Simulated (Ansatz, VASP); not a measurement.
Mg2Sn: VASP beside Ansatz

INCAR

```
SYSTEM = Mg2Sn
  PREC = Accurate
  ENCUT = 600
  EDIFF = 1E-6
  ISMEAR = -1
  SIGMA = 0.02
  LREAL = .FALSE.
  LASPH = .TRUE.
  NELM = 120
  ALGO = Normal
  ISIF = 2
  LWAVE = .FALSE.
  LCHARG = .FALSE.
  GGA = PE
  NBANDS = 16
  GGA_COMPAT = .FALSE.
```

KPOINTS

```
Automatic mesh
0
G
  6 6 6
  0 0 0
```

The input POSCAR:

```
Mg2Sn
1.0
    0.0000000000      3.4813333405      3.4813333405
    3.4813333405      0.0000000000      3.4813333405
    3.4813333405      3.4813333405      0.0000000000
Sn Mg
1 2
Direct
    0.0000000000      0.0000000000      0.0000000000
    0.2500000000      0.2500000000      0.2500000000
    0.7500000000      0.7500000000      0.7500000000
```

Input for Ansatz:

```yaml
crystal:
  lattice:
    - [0.0, 3.4813333405, 3.4813333405]
    - [3.4813333405, 0.0, 3.4813333405]
    - [3.4813333405, 3.4813333405, 0.0]
  atoms:
    - { symbol: Sn, position: [0.0, 0.0, 0.0] }
    - { symbol: Mg, position: [0.25, 0.25, 0.25] }
    - { symbol: Mg, position: [0.75, 0.75, 0.75] }
kpoints:
  mp_grid: { grid: [6, 6, 6] }
  band_path:
    path:
      - [0.0, 0.0, 0.0]
      - [0.5, 0.0, 0.5]
      - [0.625, 0.25, 0.625]
      - [0.375, 0.375, 0.75]
      - [0.5, 0.5, 0.5]
      - [0.5, 0.25, 0.75]
      - [0.0, 0.5, 0.5]
    npoints: 1
hamiltonian:
  xc: pbe
scf:
  occupations: { method: fermi_dirac, width: 0.02 }
  n_extra_bands: 4
output:
  forces: true
  stress: true
  eigenvalues: true
  write_density: true
  write_potential: true
  elf: true
  volumetric_format: npy
```

Change from the starting cell: hydrostatic strain +3.0%.

Alike in both runs: task single point; functional PBE; k mesh 6 × 6 × 6; occupations fermi-dirac, width 0.02 eV; no spin polarisation.

|  | VASP | Ansatz |
| --- | --- | --- |
| version | VASP 6.6.1 | Ansatz 0.2.0 |
| potentials or method | VASP PAW PBE potentials, release 64 (Sn_d, Mg) | plane waves, PAW |
| plane-wave cutoff (eV) | 600 | 420 |
| valence electrons in the cell | 18 | 34 |

```tsv
	VASP	Ansatz	Ansatz less VASP
pressure (GPa)	-2.4	-2.3	+0.10
```

The functional is the same, so the differences come from potentials, cutoffs and numerics. VASP's potentials hold 18 valence electrons a cell and Ansatz's 34, so a difference there can come from the potentials and not from the codes.
